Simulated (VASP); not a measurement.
A run of VASP 6.6.1 is set up as follows.

INCAR

```
SYSTEM = ScAl3
ALGO     = Fast           ! electronic algorithm
EDIFF    = 1E-6           ! SCF threshold, eV
ENCUT    = 520            ! plane-wave cutoff, eV
GGA      = PE             ! functional
ISIF     = 2              ! what is computed and relaxed
ISMEAR   = 0              ! smearing method
LASPH    = .TRUE.         ! aspherical terms in the spheres
LCHARG   = .FALSE.        ! write CHGCAR
LREAL    = .FALSE.        ! projectors in reciprocal space
LWAVE    = .FALSE.        ! write WAVECAR
NBANDS   = 18             ! bands
NELM     = 80             ! most SCF steps
PREC     = Accurate       ! precision mode
SIGMA    = 0.1            ! smearing width, eV
```

KPOINTS

```
k-points
0
G
  14 14 14
  0 0 0
```

The input POSCAR:

```
ScAl3
1.0
   -1.9555108543      1.9555108543      4.2309639018
    1.9555108543     -1.9555108543      4.2309639018
    1.9555108543      1.9555108543     -4.2309639018
Sc Al
1 3
Direct
    0.0000000000      0.0000000000      0.0000000000
    0.7500000000      0.2500000000      0.5000000000
    0.2500000000      0.7500000000      0.5000000000
    0.5000000000      0.5000000000      0.0000000000
```

Potentials or basis: VASP PAW PBE potentials, release 64 (Sc_sv, Al).

The run is started by

```bash
$ cat potpaw_PBE.64/Sc_sv/POTCAR potpaw_PBE.64/Al/POTCAR > POTCAR
$ mpirun -np 1 vasp_std > vasp.out
```

Estimate the band gap on the k mesh.

zero (bands 10 and 11 overlap by 2.19 eV).

Predict the pressure.

9.8 GPa.

Stress tensor (GPa, compression positive):
```
 9.48  0.00  0.00
 0.00  9.48  0.00
 0.00  0.00 10.57
```

Caveat: the cell differs from its parent crystal (strained); the cell stands under pressure.
